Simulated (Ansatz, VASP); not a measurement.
## One calculation of C, two programs

File INCAR:

```
PREC = Accurate
ENCUT = 600
EDIFF = 1E-6
ISMEAR = 0
SIGMA = 0.1
LREAL = F
LASPH = T
NELM = 120
ALGO = Normal
ISIF = 2
LWAVE = F
LCHARG = F
NBANDS = 36
GGA_COMPAT = F
```

Contents of KPOINTS:

```
regular mesh
0
Gamma
  9 9 1
```

POSCAR

```
C
1.0
    2.4562499605      0.0000000000      0.0000000000
   -1.2281249803      2.1271748638      0.0000000000
    0.0000000000      0.0000000000     29.4918787000
C
12
Direct
    0.6666666700      0.3333333300      0.9983718000
    0.6666666700      0.3333333300      0.4983719100
    0.6666666700      0.3333333300      0.7327879500
    0.6666666700      0.3333333300      0.2327903300
    0.0000000000      0.0000000000      0.6158379900
    0.3333333300      0.6666666700      0.2327879500
    0.0000000000      0.0000000000      0.1158379900
    0.6666666700      0.3333333300      0.6158400100
    0.3333333300      0.6666666700      0.7327903300
    0.3333333300      0.6666666700      0.1158400100
    0.3333333300      0.6666666700      0.4983718000
    0.3333333300      0.6666666700      0.9983719100
```

Input for Ansatz:

```yaml
crystal:
  lattice:
    - [2.4562499605, 0.0, 0.0]
    - [-1.2281249803, 2.1271748638, 0.0]
    - [0.0, 0.0, 29.4918787]
  atoms:
    - { symbol: C, position: [0.66666667, 0.33333333, 0.9983718] }
    - { symbol: C, position: [0.66666667, 0.33333333, 0.49837191] }
    - { symbol: C, position: [0.66666667, 0.33333333, 0.73278795] }
    - { symbol: C, position: [0.66666667, 0.33333333, 0.23279033] }
    - { symbol: C, position: [0.0, 0.0, 0.61583799] }
    - { symbol: C, position: [0.33333333, 0.66666667, 0.23278795] }
    - { symbol: C, position: [0.0, 0.0, 0.11583799] }
    - { symbol: C, position: [0.66666667, 0.33333333, 0.61584001] }
    - { symbol: C, position: [0.33333333, 0.66666667, 0.73279033] }
    - { symbol: C, position: [0.33333333, 0.66666667, 0.11584001] }
    - { symbol: C, position: [0.33333333, 0.66666667, 0.4983718] }
    - { symbol: C, position: [0.33333333, 0.66666667, 0.99837191] }
basis:
  ecutwfc: 520.0
kpoints:
  mp_grid: { grid: [9, 9, 1] }
hamiltonian:
  xc: lda
  pseudopotentials: { kind: paw, azcp: { folder: soft_1 } }
scf:
  occupations: { method: gaussian, width: 0.1 }
output:
  forces: true
  stress: true
  eigenvalues: true
```

Alike in both runs: task single point; functional LDA; k mesh 9 × 9 × 1; occupations gaussian, width 0.1 eV; no spin polarisation.

```csv
,VASP,Ansatz
version,VASP 6.6.1,Ansatz 0.2.0
potentials or method,"VASP PAW LDA potentials, release 64 (C), cutoff 600 eV","scalar-relativistic, plane waves, PAW"
valence electrons in the cell,48,48
```

|  | VASP | Ansatz | Ansatz less VASP |
| --- | --- | --- | --- |
| gap on the k mesh at the Fermi level (eV) | none | none | - |
| rms of the force components (eV/Å) | 0.010 | 0.010 | 0.0000 |

Ansatz warns that its potentials were made for another functional, while VASP's fit it. LDA's correlation is that of Perdew and Zunger in VASP and of Perdew and Wang (1992) in Ansatz. Atom by atom the forces differ by 0.000 eV/Å (rms over components). A gap of «none» marks a metal or a gap that the smearing closes.
